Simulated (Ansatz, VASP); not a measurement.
## One calculation of PbS, two programs

```xyz
2
Lattice="0.0890 3.0095 3.0095 3.0095 0.0890 3.0095 3.0095 3.0095 0.0890" Properties=species:S:1:pos:R:3 pbc="T T T"
Pb    0.0000    0.0000    0.0000
S     3.0540    3.0540    3.0539
```

Change from the starting cell: equal xy, yz and zx shear strains of +3 %, crystal datasets.

Alike in both runs: task electric field gradients; functional LDA; k mesh 8 × 8 × 8; occupations fermi-dirac, width 0.01 eV; no spin polarisation.

|  | VASP | Ansatz |
| --- | --- | --- |
| version | VASP 6.6.1 | Ansatz 0.2.0 |
| potentials or method | VASP PAW LDA potentials, release 64 (Pb_d, S), cutoff 520 eV | all-electron PAW with datasets made for the crystal, scalar-relativistic |

VASP gave:

- pressure (GPa): -2.6
- traceless stress, the component that is largest in VASP (GPa): -0.63
- size of Vzz on the site where it differs most (V/Å²): 4.1

Q: Estimate Ansatz's values.

A: Pressure (GPa): -2.6; traceless stress, the component that is largest in VASP (GPa): -0.63; size of Vzz on the site where it differs most (V/Å²): 10.6.

LDA's correlation is that of Perdew and Zunger in VASP and of Perdew and Wang (1992) in Ansatz. Ansatz ran all-electron here, and VASP with PAW potentials.

Spin-orbit coupling is off throughout.
